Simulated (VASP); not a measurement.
# Si16B (a cell with a defect) in VASP: single point with PBE

Aim: the single point of Si16B (a cell with a defect) with PBE.

Program: VASP 6.6.1. These are calculated values, not measurements. Logs are shortened: lines on timing, memory, paths and dates and some standing lists are left out, and cuts for length are marked.

### Step 1. The cell of the first run

The cell holds a defect, 17 atoms: a = 7.679 Å, b = 7.679 Å, c = 7.679 Å, α = 60.00°, β = 60.00°, γ = 60.00°.

### Step 2. Single point, PBE, collinear spin

File INCAR:

```
SYSTEM = Si16B
PREC = Accurate
ENCUT = 520
EDIFF = 1E-7
ISMEAR = 0
SIGMA = 0.02
LREAL = Auto
LASPH = .TRUE.
NELM = 150
ALGO = Normal
ISIF = 2
LWAVE = .FALSE.
LCHARG = .FALSE.
ISPIN = 2
MAGMOM = 0 0 0 0 0 0 0 0 0 0 0 0 0 0 0 0 1
LORBIT = 11
GGA = PE
NBANDS = 52
```

File KPOINTS:

```
Automatic mesh
0
G
  2 2 2
  0 0 0
```

File POSCAR:

```
Si16B
1.0
    0.0000000000      5.4300000000      5.4300000000
    5.4300000000      0.0000000000      5.4300000000
    5.4300000000      5.4300000000      0.0000000000
Si B
16 1
Direct
   -0.0000368442     -0.0004702839      0.0007206348
    0.1223989766      0.1226630818      0.1274030258
   -0.0001198447     -0.0005015646      0.4996676296
    0.1257134915      0.1242877194      0.6248904316
    0.0070034128      0.4975906589     -0.0023252951
    0.1225603400      0.6272031817      0.1275414698
    0.0001633590      0.5000811851      0.4998333234
    0.1224973640      0.6271792044      0.6226726315
    0.4967161643      0.0098520745     -0.0032730669
    0.6277593281      0.1225685750      0.1272353503
    0.5016069852     -0.0006220735      0.4994890640
    0.6276790249      0.1225620247      0.6224707870
    0.4973281042      0.4971783130     -0.0028315031
    0.6232599227      0.6266366607      0.1253098138
    0.4971380750      0.4970668906      0.5087603603
    0.6279457494      0.6270747163      0.6225102393
    0.3697215913      0.3803620359      0.8757698041
```

Potentials or basis: VASP PAW PBE potentials, release 64 (Si, B).

Launch:

```
$ cat potpaw_PBE.64/Si/POTCAR potpaw_PBE.64/B/POTCAR > POTCAR
$ mpirun -np 1 vasp_std > vasp.out
```

OUTCAR:

```text
SYSTEM = Si16B
   PREC = Accurate
   ENCUT = 520
   EDIFF = 1E-7
   ISMEAR = 0
   LREAL = Auto
   LASPH = .TRUE.
   NELM = 150
   ISIF = 2
   ISPIN = 2
   LORBIT = 11
   GGA = PE

 ion  position               nearest neighbor table
   1  1.000  1.000  0.001-  10 2.33   2 2.33   6 2.33   4 2.36
   2  0.122  0.123  0.127-   1 2.33   3 2.33   9 2.35   5 2.35
   3  1.000  0.999  0.500-  12 2.33   2 2.33   8 2.33   4 2.36
   4  0.126  0.124  0.625-   7 2.36   1 2.36   3 2.36  11 2.36
   5  0.007  0.498  0.998-  17 2.27   2 2.35   8 2.35   6 2.35  14 2.41
   6  0.123  0.627  0.128-   7 2.33   1 2.33  13 2.35   5 2.35
   7  0.000  0.500  0.500-  16 2.33   8 2.33   6 2.33   4 2.36
   8  0.122  0.627  0.623-   7 2.33   3 2.33  15 2.35   5 2.35
   9  0.497  0.010  0.997-  17 2.32  12 2.35  10 2.35   2 2.35  14 2.40
  10  0.628  0.123  0.127-   1 2.33  11 2.33   9 2.35  13 2.35
  11  0.502  0.999  0.499-  12 2.33  10 2.33  16 2.33   4 2.36
  12  0.628  0.123  0.622-   3 2.33  11 2.33   9 2.35  15 2.35
  13  0.497  0.497  0.997-  17 2.29  10 2.35  16 2.35   6 2.35  14 2.40
  14  0.623  0.627  0.125-   9 2.40  15 2.40  13 2.40   5 2.41
  15  0.497  0.497  0.509-  17 2.30  12 2.35  16 2.35   8 2.35  14 2.40
  16  0.628  0.627  0.623-   7 2.33  11 2.33  15 2.35  13 2.35
  17  0.370  0.380  0.876-   5 2.27  13 2.29  15 2.30   9 2.32

  LATTYP: Found a face centered cubic cell.
 ALAT       =    10.8600000000

  Lattice vectors:

 A1 = (   0.0000000000,   5.4300000000,   5.4300000000)
 A2 = (   5.4300000000,   0.0000000000,   5.4300000000)
 A3 = (   5.4300000000,   5.4300000000,   0.0000000000)

Analysis of symmetry for initial positions (statically):
=====================================================================
 Subroutine PRICEL returns:
 Original cell was already a primitive cell.

 Routine SETGRP: Setting up the symmetry group for a
 face centered cubic supercell.

 Subroutine GETGRP returns: Found  1 space group operations
 (whereof  1 operations were pure point group operations)
 out of a pool of 48 trial point group operations.

The static configuration has the point symmetry C_1 .

Analysis of symmetry for dynamics (positions and initial velocities):
=====================================================================
 Subroutine PRICEL returns:
 Original cell was already a primitive cell.

 Routine SETGRP: Setting up the symmetry group for a
 face centered cubic supercell.

 Subroutine GETGRP returns: Found  1 space group operations
 (whereof  1 operations were pure point group operations)
 out of a pool of 48 trial point group operations.

The dynamic configuration has the point symmetry C_1 .

Analysis of structural, dynamic, and magnetic symmetry:
=====================================================================
 Subroutine PRICEL returns:
 Original cell was already a primitive cell.

 Routine SETGRP: Setting up the symmetry group for a
 face centered cubic supercell.

 Subroutine GETGRP returns: Found  1 space group operations
 (whereof  1 operations were pure point group operations)
 out of a pool of 48 trial point group operations.

The overall configuration has the point symmetry C_1 .

 Subroutine INISYM returns: Found  1 space group operations
 (whereof  1 operations are pure point group operations),
 and found     1 'primitive' translations

----------------------------------------------------------------------------------------

                                     Primitive cell

  volume of cell :     320.2060

  direct lattice vectors                    reciprocal lattice vectors
     0.000000000  5.430000000  5.430000000    -0.092081031  0.092081031  0.092081031
     5.430000000  0.000000000  5.430000000     0.092081031 -0.092081031  0.092081031
     5.430000000  5.430000000  0.000000000     0.092081031  0.092081031 -0.092081031

  length of vectors
     7.679179644  7.679179644  7.679179644     0.159489025  0.159489025  0.159489025

  position of ions in fractional coordinates (direct lattice)
     0.999963156  0.999529716  0.000720635
     0.122398977  0.122663082  0.127403026
     0.999880155  0.999498435  0.499667630
     0.125713492  0.124287719  0.624890432
     0.007003413  0.497590659  0.997674705
     0.122560340  0.627203182  0.127541470
[... 9 lines left out ...]
     0.627945749  0.627074716  0.622510239
     0.369721591  0.380362036  0.875769804

  ion indices of the primitive-cell ions
   primitive index   ion index
                 1           1
                 2           2
                 3           3
                 4           4
                 5           5
                 6           6
[... 9 lines left out ...]
                16          16
                17          17

----------------------------------------------------------------------------------------

 KPOINTS: Automatic mesh

Automatic generation of k-mesh.
 Grid dimensions read from file:
 generate k-points for:    2    2    2

 Generating k-lattice:

  Cartesian coordinates                     Fractional coordinates (reciprocal lattice)
    -0.046040516  0.046040516  0.046040516     0.500000000  0.000000000  0.000000000
     0.046040516 -0.046040516  0.046040516     0.000000000  0.500000000  0.000000000
     0.046040516  0.046040516 -0.046040516     0.000000000  0.000000000  0.500000000

  Length of vectors
     0.079744512  0.079744512  0.079744512

  Shift w.r.t. Gamma in fractional coordinates (k-lattice)
     0.000000000  0.000000000  0.000000000

 Subroutine IBZKPT returns following result:
 ===========================================

 Found      8 irreducible k-points:

 Following reciprocal coordinates:
            Coordinates               Weight
  0.000000  0.000000  0.000000      1.000000
  0.500000  0.000000  0.000000      1.000000
  0.000000  0.500000  0.000000      1.000000
  0.000000  0.000000  0.500000      1.000000
  0.500000  0.500000  0.500000      1.000000
  0.500000  0.500000  0.000000      1.000000
  0.000000  0.500000  0.500000      1.000000
  0.500000  0.000000  0.500000      1.000000
   k-points           NKPTS =      8   k-points in BZ     NKDIM =      8   number of bands    NBANDS=     52
   number of dos      NEDOS =    301   number of ions     NIONS =     17
   total plane-waves  NPLWV = 216000
   dimension x,y,z NGX =    60 NGY =   60 NGZ =   60
   dimension x,y,z NGXF=   120 NGYF=  120 NGZF=  120
   ions per type =              16   1
   NGX,Y,Z   is equivalent  to a cutoff of  12.99, 12.99, 12.99 a.u.
   NGXF,Y,Z  is equivalent  to a cutoff of  25.98, 25.98, 25.98 a.u.
 SYSTEM =  Si16B
   PREC   = accura    normal or accurate (medium, high low for compatibility)
   ISTART =      0    job   : 0-new  1-cont  2-samecut
   ICHARG =      2    charge: 1-file 2-atom 10-const
   ISPIN  =      2    spin polarized calculation?
   LNONCOLLINEAR =      F non collinear calculations
   LSORBIT =      F    spin-orbit coupling
   LASPH  =      T    aspherical Exc in radial PAW
   ENCUT  =  520.0 eV  38.22 Ry    6.18 a.u.  14.28 14.28 14.28*2*pi/ulx,y,z
   NELM   =    150;   NELMIN=  2; NELMDL= -5     # of ELM steps
   EDIFF  = 0.1E-06   stopping-criterion for ELM
   LREAL  =      T    real-space projection
   EDIFFG = 0.1E-05   stopping-criterion for IOM
   NSW    =      0    number of steps for IOM
   IBRION =     -1    ionic relax: 0-MD 1-quasi-New 2-CG
   NFREE  =      0    steps in history (QN), initial steepest desc. (CG)
   ISIF   =      2    stress and relaxation
   ISYM   =      2    0-nonsym 1-usesym 2-fastsym
   POTIM  = 0.5000    time-step for ionic-motion
   TEBEG  =    0.0;   TEEND  =   0.0 temperature during run
   PSTRESS=    0.0 pullay stress
   NELECT =      67.0000    total number of electrons
   NUPDOWN=      -1.0000    fix difference up-down
   EMIN   =  10.00;   EMAX   =-10.00  energy-range for DOS
   EFERMI =   0.00;   METHOD = LEGACY
   ISMEAR =     0;   SIGMA  =   0.02  broadening in eV -4-tet -1-fermi 0-gaus
   EFERMI_NEDOS =   21; number of points for ismear=-14 and -15
   IALGO  =     38    algorithm
   IMIX   =      4    mixing-type and parameters
     AMIX     =   0.40;   BMIX     =  1.00
     AMIX_MAG =   1.60;   BMIX_MAG =  1.00
  volume/ion in A,a.u.               =      18.84       127.11
  Fermi-wavevector in a.u.,A,eV,Ry     =   0.971904  1.836632 12.852022  0.944597
  Thomas-Fermi vector in A             =   2.102159
   LORBIT       =     11    0 simple, 1 ext, 2 COOP (PROOUT), +10 PAW based schemes
   GGA     = PE    functional components
   LHFCALC =     F    Hartree Fock is set to
   AEXX    =    0.0000 exact exchange contribution
   IVDW    =     0    specifies the selected vdW correction
   LEPSILON=     F    determine dielectric tensor
   LRPA    =     F    only Hartree local field effects (RPA)
 spin polarized calculation
 Gauss-broadening in eV      SIGMA  =   0.02
  energy-cutoff  :      520.00
  volume of cell :      320.21
 maximum number of plane-waves:      8646
 NGX is ok and might be reduce to    60
   NGX = 29   NGY = 29   NGZ = 29

 number of electron      67.0000001 magnetization      -0.0001925

 number of electron      67.0000001 magnetization       0.0000131

 Free energy of the ion-electron system (eV)
  ---------------------------------------------------
  ext. energy  EPLUGINS =         0.00000000
  ---------------------------------------------------
  free energy    TOTEN  =       -88.61948586 eV

  energy without entropy =      -88.61948586  energy(sigma->0) =      -88.61948586

 E-fermi :   6.3100     XC(G=0):  -9.5683

 val. band max:        6.2229191604   @ k =   0.0000   0.5000   0.0000
 cond. band min:       6.4887086449   @ k =   0.0000   0.0000   0.0000
 fundamental gap:      0.2657894845
 Fermi energy:         6.3099675139

 spin component 1

 k-point     1 :       0.0000    0.0000    0.0000
  band No.  band energies     occupation
      1      -6.2723      1.00000
      2      -3.8664      1.00000
      3      -3.8181      1.00000
      4      -3.8132      1.00000
      5      -3.8003      1.00000
      6      -2.4372      1.00000
[... 373 lines left out ...]
     44      10.0409      0.00000
     45      10.1893      0.00000
 Fermi energy:         6.3099675139

 spin component 2

 k-point     1 :       0.0000    0.0000    0.0000
  band No.  band energies     occupation
      1      -6.2723      1.00000
      2      -3.8664      1.00000
      3      -3.8181      1.00000
      4      -3.8132      1.00000
      5      -3.8003      1.00000
      6      -2.4372      1.00000
[... 373 lines left out ...]
     44      10.0409      0.00000
     45      10.1893      0.00000
 [bands above 45 left out]

------------------------ aborting loop because EDIFF is reached ----------------------------------------

  FORCE on cell =-STRESS in cart. coord.  units (eV):
  Direction    XX          YY          ZZ          XY          YZ          ZX
  --------------------------------------------------------------------------------------
  -------------------------------------------------------------------------------------
  Total        6.2742718      6.2761209      6.2792747     -0.0070443      0.0569510     -0.0403162
  in kB       31.3938391     31.4030908     31.4188715     -0.0352467      0.2849588     -0.2017253
  external PRESSURE =      31.4052672 kB  Pullay stress =       0.0000000 kB

 VOLUME and BASIS-vectors are now :
 -----------------------------------------------------------------------------
  energy-cutoff  :      520.00
  volume of cell :      320.21
      direct lattice vectors                 reciprocal lattice vectors
     0.000000000  5.430000000  5.430000000    -0.092081031  0.092081031  0.092081031
     5.430000000  0.000000000  5.430000000     0.092081031 -0.092081031  0.092081031
     5.430000000  5.430000000  0.000000000     0.092081031  0.092081031 -0.092081031

 POSITION                                       TOTAL-FORCE (eV/Angst)
 -----------------------------------------------------------------------------------
      5.43136      5.43371     10.85725         0.026595      0.008706     -0.016150
      1.35786      1.35642      1.33069        -0.005499      0.007701      0.012985
      8.14047      8.14254     10.85663        -0.009558     -0.026998     -0.019501
      4.06804      4.07578      1.35751        -0.007134      0.005324     -0.000028
      8.11929      5.45540      2.73995        -0.004868      0.002263     -0.003722
      4.09826      1.35805      4.07122        -0.015704     -0.000827      0.006132
[... 9 lines left out ...]
      6.78525      6.78998      6.81476         0.005748     -0.007814     -0.012605
      6.82080      6.76302      4.07295        -0.011523      0.008991      0.001452
 -----------------------------------------------------------------------------------
    total drift:                               -0.000670     -0.001180     -0.001612

  FREE ENERGIE OF THE ION-ELECTRON SYSTEM (eV)
  ---------------------------------------------------
  free  energy   TOTEN  =       -88.6194858603 eV

  energy  without entropy=      -88.6194858603  energy(sigma->0) =      -88.61948586

 total charge

# of ion       s       p       d       tot
------------------------------------------
    1        0.742   0.957   0.000   1.698
    2        0.757   0.933   0.000   1.690
    3        0.741   0.957   0.000   1.698
    4        0.741   0.957   0.000   1.698
    5        0.738   0.945   0.000   1.683
    6        0.757   0.931   0.000   1.688
[... 9 lines left out ...]
   16        0.757   0.933   0.000   1.690
   17        0.825   0.763   0.000   1.587
--------------------------------------------------
tot         12.806  15.813   0.000  28.619

 magnetization (x)

# of ion       s       p       d       tot
------------------------------------------
    1        0.000  -0.000   0.000  -0.000
    2        0.000  -0.000   0.000  -0.000
    3        0.000  -0.000   0.000  -0.000
    4        0.000   0.000   0.000   0.000
    5        0.000   0.000   0.000   0.000
    6        0.000  -0.000   0.000  -0.000
[... 9 lines left out ...]
   16        0.000  -0.000   0.000  -0.000
   17       -0.000   0.000   0.000   0.000
--------------------------------------------------
tot          0.000  -0.000   0.000   0.000
```

Wall time 16 min (1 thread of Intel Xeon Platinum 8175M at 2.50GHz (Skylake/Cascade Lake), shared host); peak memory 0.7 GiB.

Results:

* Free energy: -88.6195 eV
* Pressure: 3.1 GPa
* Largest force: 0.037 eV/Å
* Net moment: 0.00 μB per cell
* Valence electrons inside the program's atomic spheres: Si 1.70, 1.69, 1.68, 1.67 (each value once); B 1.59

Forces on the atoms (eV/Å):
```
Si   0.027  0.009 -0.016
Si  -0.005  0.008  0.013
Si  -0.010 -0.027 -0.020
Si  -0.007  0.005  0.000
Si  -0.005  0.002 -0.004
Si  -0.016 -0.001  0.006
Si   0.021 -0.018  0.010
Si   0.001  0.015  0.008
Si   0.011 -0.012  0.018
Si   0.000 -0.010 -0.008
Si  -0.017  0.020  0.027
Si   0.010  0.000 -0.006
Si  -0.015 -0.002 -0.008
Si   0.008 -0.006  0.000
Si   0.003  0.017 -0.011
Si   0.006 -0.008 -0.013
B   -0.012  0.009  0.001
```

Caveat: the k points lie up to 0.50 Å⁻¹ apart.
